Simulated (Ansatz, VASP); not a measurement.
# Be2S3: VASP beside Ansatz

```
Be S
1.0
     3.55066    0.00000    0.00000
     0.00000    3.55066    0.00000
     0.00000    0.00000    6.64324
Be S
2 3
Direct
  0.50000 0.00000 0.81450
  0.00000 0.50000 0.18550
  0.50000 0.50000 0.65409
  0.50000 0.50000 0.34591
  0.00000 0.00000 0.00000
```

Alike in both runs: task relaxation of cell and atoms; functional PBE; k mesh 10 × 10 × 6; occupations gaussian, width 0.01 eV; no spin polarisation.

|  | VASP | Ansatz |
| --- | --- | --- |
| version | VASP 6.6.1 | Ansatz 0.2.0 |
| potentials or method | VASP PAW PBE potentials, release 64 (Be, S), cutoff 600 eV | scalar-relativistic, plane waves, PAW |
| valence electrons in the cell | 22 | 22 |

VASP gave:

* gap on the k mesh at the Fermi level, each at its own relaxed structure (eV): 0.29
* relaxed volume (Å³/atom): 16.74
* relaxed length of the cell vector where the two differ most in proportion (Å): 6.638

Task: What did Ansatz give for the same quantities?

Result: gap on the k mesh at the Fermi level, each at its own relaxed structure (eV): 0.24; relaxed volume (Å³/atom): 16.75; relaxed length of the cell vector where the two differ most in proportion (Å): 6.646.
